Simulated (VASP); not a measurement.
# TaBe2 (Fd-3m) in VASP: further runs

TaBe2 is run at these levels: LDA; tasks: single point.

Everything below comes from runs of VASP 6.6.1. Logs are shortened: lines on timing, memory, paths and dates and some standing lists are left out, and cuts for length are marked.

## 1. The cell of the first run

Symmetry: Fd-3m, No. 227, cubic system. Conventional cell: a = 6.555 Å, b = 6.555 Å, c = 6.555 Å, α = 90.00°, β = 90.00°, γ = 90.00°. Within 3.6 Å of Ta (site symmetry -43m) lie 12 Be at 2.72 Å and 4 Ta at 2.84 Å. Within 3.1 Å of Be (site symmetry -3m) lie 6 Be at 2.32 Å and 6 Ta at 2.72 Å.

## 2. Single point, LDA

File INCAR:

```
PREC = Accurate ; ENCUT = 520
EDIFF = 1E-6 ; ISMEAR = 1
SIGMA = 0.05 ; LREAL = F
LASPH = T ; NELM = 80
ALGO = Normal ; ISIF = 2
LWAVE = F ; LCHARG = F
GGA = CA ; NBANDS = 24
```

File KPOINTS:

```
regular mesh
0
Gamma
  6 6 6
```

File POSCAR:

```
TaBe2
1.0
    0.0000000000      3.2774286549      3.2774286549
    3.2774286549      0.0000000000      3.2774286549
    3.2774286549      3.2774286549      0.0000000000
Ta Be
2 4
Direct
    0.7500000000      0.7500000000      0.7500000000
    0.5000000000      0.5000000000      0.5000000000
    0.1250000000      0.6250000000      0.1250000000
    0.1250000000      0.1250000000      0.6250000000
    0.6250000000      0.1250000000      0.1250000000
    0.1250000000      0.1250000000      0.1250000000
```

Potentials or basis: VASP PAW LDA potentials, release 64 (Ta_pv, Be).

On the command line:

```sh
$ cat potpaw_LDA.64/Ta_pv/POTCAR potpaw_LDA.64/Be/POTCAR > POTCAR
$ mpirun -np 1 vasp_std > vasp.out
```

OUTCAR:

```text
PREC = Accurate
   ENCUT = 520
   EDIFF = 1E-6
   ISMEAR = 1
   LREAL = F
   LASPH = T
   NELM = 80
   ISIF = 2
   GGA = CA

 ion  position               nearest neighbor table
   1  0.750  0.750  0.750-   3 2.72   4 2.72   5 2.72   3 2.72   5 2.72   6 2.72   4 2.72   5 2.72
                             6 2.72   3 2.72   4 2.72   6 2.72   2 2.84   2 2.84   2 2.84   2 2.84
   2  0.500  0.500  0.500-   3 2.72   4 2.72   6 2.72   4 2.72   5 2.72   6 2.72   3 2.72   5 2.72
                             6 2.72   3 2.72   4 2.72   5 2.72   1 2.84   1 2.84   1 2.84   1 2.84
   3  0.125  0.625  0.125-   6 2.32   4 2.32   4 2.32   5 2.32   6 2.32   5 2.32   1 2.72   1 2.72
                             2 2.72   1 2.72   2 2.72   2 2.72
   4  0.125  0.125  0.625-   6 2.32   3 2.32   5 2.32   6 2.32   3 2.32   5 2.32   1 2.72   2 2.72
                             2 2.72   1 2.72   2 2.72   1 2.72
   5  0.625  0.125  0.125-   6 2.32   4 2.32   3 2.32   3 2.32   4 2.32   6 2.32   1 2.72   2 2.72
                             1 2.72   2 2.72   1 2.72   2 2.72
   6  0.125  0.125  0.125-   3 2.32   4 2.32   5 2.32   4 2.32   3 2.32   5 2.32   2 2.72   1 2.72
                             2 2.72   1 2.72   2 2.72   1 2.72

  LATTYP: Found a face centered cubic cell.
 ALAT       =     6.5548573098

  Lattice vectors:

 A1 = (   0.0000000000,   3.2774286549,   3.2774286549)
 A2 = (   3.2774286549,   0.0000000000,   3.2774286549)
 A3 = (   3.2774286549,   3.2774286549,   0.0000000000)

Analysis of symmetry for initial positions (statically):
=====================================================================
 Subroutine PRICEL returns:
 Original cell was already a primitive cell.

 Routine SETGRP: Setting up the symmetry group for a
 face centered cubic supercell.

 Subroutine GETGRP returns: Found 48 space group operations
 (whereof 24 operations were pure point group operations)
 out of a pool of 48 trial point group operations.

The static configuration has the point symmetry T_d .
 The point group associated with its full space group is O_h .

Analysis of symmetry for dynamics (positions and initial velocities):
=====================================================================
 Subroutine PRICEL returns:
 Original cell was already a primitive cell.

 Routine SETGRP: Setting up the symmetry group for a
 face centered cubic supercell.

 Subroutine GETGRP returns: Found 48 space group operations
 (whereof 24 operations were pure point group operations)
 out of a pool of 48 trial point group operations.

The dynamic configuration has the point symmetry T_d .
 The point group associated with its full space group is O_h .

 Subroutine INISYM returns: Found 48 space group operations
 (whereof 24 operations are pure point group operations),
 and found     1 'primitive' translations

----------------------------------------------------------------------------------------

                                     Primitive cell

  volume of cell :      70.4093

  direct lattice vectors                    reciprocal lattice vectors
     0.000000000  3.277428655  3.277428655    -0.152558622  0.152558622  0.152558622
     3.277428655  0.000000000  3.277428655     0.152558622 -0.152558622  0.152558622
     3.277428655  3.277428655  0.000000000     0.152558622  0.152558622 -0.152558622

  length of vectors
     4.634984053  4.634984053  4.634984053     0.264239285  0.264239285  0.264239285

  position of ions in fractional coordinates (direct lattice)
     0.750000000  0.750000000  0.750000000
     0.500000000  0.500000000  0.500000000
     0.125000000  0.625000000  0.125000000
     0.125000000  0.125000000  0.625000000
     0.625000000  0.125000000  0.125000000
     0.125000000  0.125000000  0.125000000

  ion indices of the primitive-cell ions
   primitive index   ion index
                 1           1
                 2           2
                 3           3
                 4           4
                 5           5
                 6           6

----------------------------------------------------------------------------------------

 KPOINTS: regular mesh

Automatic generation of k-mesh.
 Grid dimensions read from file:
 generate k-points for:    6    6    6

 Generating k-lattice:

  Cartesian coordinates                     Fractional coordinates (reciprocal lattice)
    -0.025426437  0.025426437  0.025426437     0.166666667  0.000000000  0.000000000
     0.025426437 -0.025426437  0.025426437     0.000000000  0.166666667  0.000000000
     0.025426437  0.025426437 -0.025426437     0.000000000  0.000000000  0.166666667

  Length of vectors
     0.044039881  0.044039881  0.044039881

  Shift w.r.t. Gamma in fractional coordinates (k-lattice)
     0.000000000  0.000000000  0.000000000

 Subroutine IBZKPT returns following result:
 ===========================================

 Found     16 irreducible k-points:

 Following reciprocal coordinates:
            Coordinates               Weight
  0.000000  0.000000  0.000000      1.000000
  0.166667  0.000000  0.000000      8.000000
  0.333333  0.000000  0.000000      8.000000
  0.500000  0.000000  0.000000      4.000000
  0.166667  0.166667  0.000000      6.000000
  0.333333  0.166667  0.000000     24.000000
[... 8 lines left out ...]
 -0.333333  0.333333  0.166667     24.000000
 -0.333333  0.500000  0.166667     12.000000
   k-points           NKPTS =     16   k-points in BZ     NKDIM =     16   number of bands    NBANDS=     24
   number of dos      NEDOS =    301   number of ions     NIONS =      6
   total plane-waves  NPLWV =  46656
   dimension x,y,z NGX =    36 NGY =   36 NGZ =   36
   dimension x,y,z NGXF=    72 NGYF=   72 NGZF=   72
   ions per type =               2   4
   NGX,Y,Z   is equivalent  to a cutoff of  12.91, 12.91, 12.91 a.u.
   NGXF,Y,Z  is equivalent  to a cutoff of  25.82, 25.82, 25.82 a.u.
 SYSTEM =  unknown system
   PREC   = accura    normal or accurate (medium, high low for compatibility)
   ISTART =      0    job   : 0-new  1-cont  2-samecut
   ICHARG =      2    charge: 1-file 2-atom 10-const
   ISPIN  =      1    spin polarized calculation?
   LNONCOLLINEAR =      F non collinear calculations
   LSORBIT =      F    spin-orbit coupling
   LASPH  =      T    aspherical Exc in radial PAW
   ENCUT  =  520.0 eV  38.22 Ry    6.18 a.u.   8.62  8.62  8.62*2*pi/ulx,y,z
   NELM   =     80;   NELMIN=  2; NELMDL= -5     # of ELM steps
   EDIFF  = 0.1E-05   stopping-criterion for ELM
   LREAL  =      F    real-space projection
   EDIFFG = 0.1E-04   stopping-criterion for IOM
   NSW    =      0    number of steps for IOM
   IBRION =     -1    ionic relax: 0-MD 1-quasi-New 2-CG
   NFREE  =      0    steps in history (QN), initial steepest desc. (CG)
   ISIF   =      2    stress and relaxation
   ISYM   =      2    0-nonsym 1-usesym 2-fastsym
   POTIM  = 0.5000    time-step for ionic-motion
   TEBEG  =    0.0;   TEEND  =   0.0 temperature during run
   PSTRESS=    0.0 pullay stress
   NELECT =      30.0000    total number of electrons
   NUPDOWN=      -1.0000    fix difference up-down
   EMIN   =  10.00;   EMAX   =-10.00  energy-range for DOS
   EFERMI =   0.00;   METHOD = LEGACY
   ISMEAR =     1;   SIGMA  =   0.05  broadening in eV -4-tet -1-fermi 0-gaus
   EFERMI_NEDOS =   21; number of points for ismear=-14 and -15
   IALGO  =     38    algorithm
   IMIX   =      4    mixing-type and parameters
     AMIX     =   0.40;   BMIX     =  1.00
     AMIX_MAG =   1.60;   BMIX_MAG =  1.00
  volume/ion in A,a.u.               =      11.73        79.19
  Fermi-wavevector in a.u.,A,eV,Ry     =   1.231890  2.327935 20.647569  1.517553
  Thomas-Fermi vector in A             =   2.366682
   LORBIT       =      0    0 simple, 1 ext, 2 COOP (PROOUT), +10 PAW based schemes
   GGA     = CA    functional components
   LHFCALC =     F    Hartree Fock is set to
   AEXX    =    0.0000 exact exchange contribution
   IVDW    =     0    specifies the selected vdW correction
   LEPSILON=     F    determine dielectric tensor
   LRPA    =     F    only Hartree local field effects (RPA)
 non-spin polarized calculation
 Methfessel and Paxton  Order N= 1 SIGMA  =   0.05
  energy-cutoff  :      520.00
  volume of cell :       70.41
 maximum number of plane-waves:      1917
 NGX is ok and might be reduce to    36
   NGX = 17   NGY = 17   NGZ = 17

 number of electron      30.0000002 magnetization

 Free energy of the ion-electron system (eV)
  ---------------------------------------------------
  ext. energy  EPLUGINS =         0.00000000
  ---------------------------------------------------
  free energy    TOTEN  =       -43.34360184 eV

  energy without entropy =      -43.34412854  energy(sigma->0) =      -43.34377741

 E-fermi :   5.0684     XC(G=0): -11.6102

 val. band max:        5.0166831465   @ k =  -0.3333   0.3333   0.1667
 cond. band min:       5.0943940798   @ k =   0.3333   0.0000   0.0000
 fundamental gap:      0.0777109333
 Fermi energy:         5.0684039771

 k-point     1 :       0.0000    0.0000    0.0000
  band No.  band energies     occupation
      1     -28.4865      2.00000
      2     -28.4865      2.00000
      3     -28.4865      2.00000
      4     -28.0451      2.00000
      5     -28.0451      2.00000
      6     -28.0451      2.00000
[... 16 lines left out ...]
     23      13.0568      0.00000
     24      13.0568      0.00000

 k-point     2 :       0.1667    0.0000    0.0000
  band No.  band energies     occupation
      1     -28.5005      2.00000
      2     -28.5005      2.00000
      3     -28.4863      2.00000
      4     -28.0481      2.00000
      5     -28.0308      2.00000
      6     -28.0308      2.00000
[... 16 lines left out ...]
     23      11.8135      0.00000
     24      11.8135      0.00000
[... 349 lines left out ...]
     23      12.5780      0.00000
     24      13.0360      0.00000

 k-point    16 :      -0.3333    0.5000    0.1667
  band No.  band energies     occupation
      1     -28.5901      2.00000
      2     -28.5901      2.00000
      3     -28.2724      2.00000
      4     -28.2724      2.00000
      5     -27.9413      2.00000
      6     -27.9413      2.00000
[... 16 lines left out ...]
     23      12.8132      0.00000
     24      12.8132      0.00000

------------------------ aborting loop because EDIFF is reached ----------------------------------------

  FORCE on cell =-STRESS in cart. coord.  units (eV):
  Direction    XX          YY          ZZ          XY          YZ          ZX
  --------------------------------------------------------------------------------------
  -------------------------------------------------------------------------------------
  Total       -4.2838367     -4.2838367     -4.2838367      0.0000000      0.0000000     -0.0000000
  in kB      -97.4796037    -97.4796037    -97.4796037      0.0000000      0.0000000     -0.0000000
  external PRESSURE =     -97.4796037 kB  Pullay stress =       0.0000000 kB

 VOLUME and BASIS-vectors are now :
 -----------------------------------------------------------------------------
  energy-cutoff  :      520.00
  volume of cell :       70.41
      direct lattice vectors                 reciprocal lattice vectors
     0.000000000  3.277428655  3.277428655    -0.152558622  0.152558622  0.152558622
     3.277428655  0.000000000  3.277428655     0.152558622 -0.152558622  0.152558622
     3.277428655  3.277428655  0.000000000     0.152558622  0.152558622 -0.152558622

 POSITION                                       TOTAL-FORCE (eV/Angst)
 -----------------------------------------------------------------------------------
      4.91614      4.91614      4.91614         0.000000      0.000000     -0.000000
      3.27743      3.27743      3.27743        -0.000000      0.000000      0.000000
      2.45807      0.81936      2.45807        -0.000000     -0.000000     -0.000000
      2.45807      2.45807      0.81936        -0.000000     -0.000000     -0.000000
      0.81936      2.45807      2.45807        -0.000000     -0.000000     -0.000000
      0.81936      0.81936      0.81936        -0.000000     -0.000000     -0.000000
 -----------------------------------------------------------------------------------
    total drift:                                0.000000      0.000000      0.000000

  FREE ENERGIE OF THE ION-ELECTRON SYSTEM (eV)
  ---------------------------------------------------
  free  energy   TOTEN  =       -43.3436018414 eV

  energy  without entropy=      -43.3441285402  energy(sigma->0) =      -43.34377741
```

Wall time 20 s (1 thread of Intel Xeon Platinum 8259CL at 2.50GHz (Skylake/Cascade Lake), shared host); peak memory 0.18 GiB.

What came out:

- Free energy: -43.3436 eV
- Pressure: -9.7 GPa
- Band gap on the k mesh: zero (band 15 reaches 5.32 eV, above the bottom of band 16 at 3.86 eV)

Caveat: spin-orbit coupling is left out, which moves the levels of the heavy elements.

## 3. Single point, LDA

This run uses another cell than the first one, of 11.96 Å³/atom, 1.020 times its volume.

File INCAR:

```
SYSTEM = TaBe2
PREC = Accurate
ENCUT = 520
EDIFF = 1E-7
ISMEAR = 1
SIGMA = 0.05
LREAL = .False.
LASPH = .True.
NELM = 80
ALGO = Normal
ISIF = 2
LWAVE = .False.
LCHARG = .True.
LELF = .True.
LVHAR = .True.
NBANDS = 24
```

File KPOINTS:

```
regular mesh
0
Gamma
  6 6 6
  0 0 0
```

Edit POSCAR of step 2 so:

```diff
@@ -2,5 +2,5 @@
 1.0
-    0.0000000000      3.2774286549      3.2774286549
-    3.2774286549      0.0000000000      3.2774286549
-    3.2774286549      3.2774286549      0.0000000000
+    0.0000000000      3.2987112555      3.2987112555
+    3.2987112555      0.0000000000      3.2987112555
+    3.2987112555      3.2987112555      0.0000000000
 Ta Be
```

Potentials or basis: VASP PAW LDA potentials, release 64 (Ta_pv, Be).

On the command line:

```sh
$ cat potpaw_LDA.64/Ta_pv/POTCAR potpaw_LDA.64/Be/POTCAR > POTCAR
$ mpirun -np 1 vasp_std > vasp.out
```

Wall time 24 s (1 thread of Intel Xeon Platinum 8259CL at 2.50GHz (Skylake/Cascade Lake), shared host); peak memory 0.18 GiB.

It converged, with:

```yaml
Free_energy: -43.2477 eV
Pressure: -12.5 GPa
Band_gap_on_the_k_mesh: zero (band 15 reaches 5.19 eV, above the bottom of band 16 at 3.74 eV)
```

Levels at points of the mesh, in eV from the Fermi level:
```csv
k point,band 11,band 12,band 13,band 14,band 15,band 16,band 17,band 18,band 19,band 20
"(0.00, 0.00, 0.00)",-1.99,-1.99,-1.99,-1.18,-1.18,-1.18,3.86,4.41,4.41,6.17
"(0.50, 0.00, 0.00)",-2.22,-1.37,-1.37,-0.83,-0.16,-0.16,2.87,2.87,4.17,4.97
"(0.50, 0.50, 0.00)",-1.87,-1.87,0.04,0.04,0.15,0.15,2.09,2.09,2.44,2.44
```

Caveat: spin-orbit coupling is left out, which moves the levels of the heavy elements.

## 4. Single point, LDA

This run uses another cell than the first one, of 12.20 Å³/atom, 1.039 times its volume.

File INCAR:

```
PREC     = Accurate       # precision mode
ENCUT    = 520            # plane-wave cutoff, eV
EDIFF    = 1E-7           # SCF threshold, eV
ISMEAR   = 1              # smearing method
SIGMA    = 0.05           # smearing width, eV
LREAL    = F              # projectors in reciprocal space
LASPH    = T              # aspherical terms in the spheres
NELM     = 100            # most SCF steps
ALGO     = Normal         # electronic algorithm
ISIF     = 2              # what is computed and relaxed
LWAVE    = F              # write WAVECAR
LCHARG   = F              # write CHGCAR
NBANDS   = 24             # bands
```

File KPOINTS:

```
regular mesh
0
Gamma
  6 6 6
```

Edit POSCAR of step 3 so:

```diff
@@ -2,5 +2,5 @@
 1.0
-    0.0000000000      3.2987112555      3.2987112555
-    3.2987112555      0.0000000000      3.2987112555
-    3.2987112555      3.2987112555      0.0000000000
+    0.0000000000      3.3197227217      3.3197227217
+    3.3197227217      0.0000000000      3.3197227217
+    3.3197227217      3.3197227217      0.0000000000
 Ta Be
```

On the command line:

```sh
$ cat potpaw_LDA.64/Ta_pv/POTCAR potpaw_LDA.64/Be/POTCAR > POTCAR
$ mpirun -np 1 vasp_std > vasp.out
```

Run time: 22 s. Hardware: 1 thread of Intel Xeon Platinum 8259CL at 2.50GHz (Skylake/Cascade Lake), shared host; peak memory 0.18 GiB.

The run converged. Its results:

```
Free energy            : -43.1291 eV
Pressure               : -15.0 GPa
Band gap on the k mesh : zero (band 15 reaches 5.07 eV, above the bottom of band 16 at 3.61 eV)
```

Levels at points of the mesh, in eV from the Fermi level:
```
           k point  band 12  band 13  band 14  band 15  band 16  band 17  band 18  band 19
(0.00, 0.00, 0.00)    -1.94    -1.94    -1.15    -1.15    -1.15     3.76     4.32     4.32
(0.50, 0.00, 0.00)    -1.32    -1.32    -0.82    -0.16    -0.16     2.83     2.83     4.10
(0.50, 0.50, 0.00)    -1.85     0.04     0.04     0.18     0.18     2.07     2.07     2.43
```

Caveat: spin-orbit coupling is left out, which moves the levels of the heavy elements.

## 5. Overview

```csv
cell,gap on the mesh (eV),pressure (GPa)
"a = 4.635 Å, angles 60.0°, 6 atoms",none,-9.7
"a = 4.665 Å, angles 60.0°, 6 atoms",none,-12.5
"a = 4.695 Å, angles 60.0°, 6 atoms",none,-15.0
```

Alike in all rows: task single point; level LDA; potentials or basis VASP PAW LDA potentials, release 64 (Ta_pv, Be); no spin polarisation; k mesh 6 × 6 × 6; cutoff (eV) 520; smearing methfessel-paxton 0.05 eV.

Caveats: spin-orbit coupling is left out, which moves the levels of the heavy elements.

Absolute energies hang on the potentials; compare differences alone.
